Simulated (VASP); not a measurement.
AlN, 4 atoms in the cell. The typed cell holds 4 atoms: a = 3.113 Å, b = 3.113 Å, c = 5.393 Å, α = 73.22°, β = 73.22°, γ = 60.00°.  This cell differs from its parent crystal: mode 4 frozen in at -0.205 Å and mode 10 at +0.015 Å (largest displacements).

| Item | Value |
| --- | --- |
| Program | VASP 6.6.1 |
| Task | single point |
| Functional | PBE |
| Potentials or basis | VASP PAW PBE potentials, release 64 (Al, N) |
| Cutoff | 520 eV |
| k mesh | 6 × 6 × 6 |
| Occupations | gaussian, width 0.05 eV |
| Spin | no spin polarisation |
| Dipole correction | no |
| Further INCAR settings | ALGO = Normal; EDIFF = 1e-06; NBANDS = 16 |

Potentials or basis: VASP PAW PBE potentials, release 64 (Al, N).

Launch:

```bash
$ cat potpaw_PBE.64/Al/POTCAR potpaw_PBE.64/N/POTCAR > POTCAR
$ mpirun -np 1 vasp_std > vasp.out
```

Hardware: 1 thread of AMD EPYC 7R43 64-Core Processor (Zen 3), with other jobs on the host.

Question: How long does it take, and how much memory?

Answer: It took 48 s on 1 thread of AMD EPYC 7R43 64-Core Processor (Zen 3), with other jobs on the host, peak memory 0.16 GiB. Counts: scf iterations 13, k points 112.
